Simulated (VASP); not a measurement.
Ag2O:

```
Ag O
1.0
     4.71800    0.00000    0.00000
     0.00000    4.71800    0.00000
     0.00000    0.00000    4.71800
Ag O
4 2
Direct
  0.25000 0.25000 0.25000
  0.25000 0.75000 0.75000
  0.75000 0.75000 0.25000
  0.75000 0.25000 0.75000
  0.00000 0.00000 0.00000
  0.50000 0.50000 0.50000
```

| Property | Result |
| --- | --- |
| Program | VASP 6.6.1 |
| Task | relaxation of cell and atoms |
| Functional | PBE |
| Potentials or basis | VASP PAW PBE potentials, release 64 (Ag, O) |
| Cutoff | 600 eV |
| k mesh | 8 × 8 × 8 |
| Occupations | gaussian, width 0.1 eV |
| Spin | no spin polarisation |

At the start: pressure 4.7 GPa; volume 17.50 Å³/atom.

Q: Where does the relaxation end?

A: Over 3 steps the energy falls by 14.1 meV/atom and the volume is 18.53 Å³/atom (+5.9 %); space group Pn-3m (No. 224, to 0.05 Å).

Step by step:
```tsv
step	energy change (eV)	largest force (eV/Å)	pressure (GPa)	volume (Å³)
1	0.0000	0.0000	4.67	105.02
2	-0.0791	0.0000	-1.05	112.96
3	-0.0849	0.0000	0.01	111.19
```

Final structure:
```cif
data_structure
_symmetry_space_group_name_H-M 'P 1'
_symmetry_Int_Tables_number 1
_cell_length_a 4.8087
_cell_length_b 4.8087
_cell_length_c 4.8087
_cell_angle_alpha 90.000
_cell_angle_beta 90.000
_cell_angle_gamma 90.000
_cell_volume 111.19
loop_
_atom_site_label
_atom_site_type_symbol
_atom_site_fract_x
_atom_site_fract_y
_atom_site_fract_z
_atom_site_occupancy
Ag1 Ag 0.25000 0.25000 0.25000 1
Ag2 Ag 0.25000 0.75000 0.75000 1
Ag3 Ag 0.75000 0.75000 0.25000 1
Ag4 Ag 0.75000 0.25000 0.75000 1
O1 O 0.00000 0.00000 0.00000 1
O2 O 0.50000 0.50000 0.50000 1
```
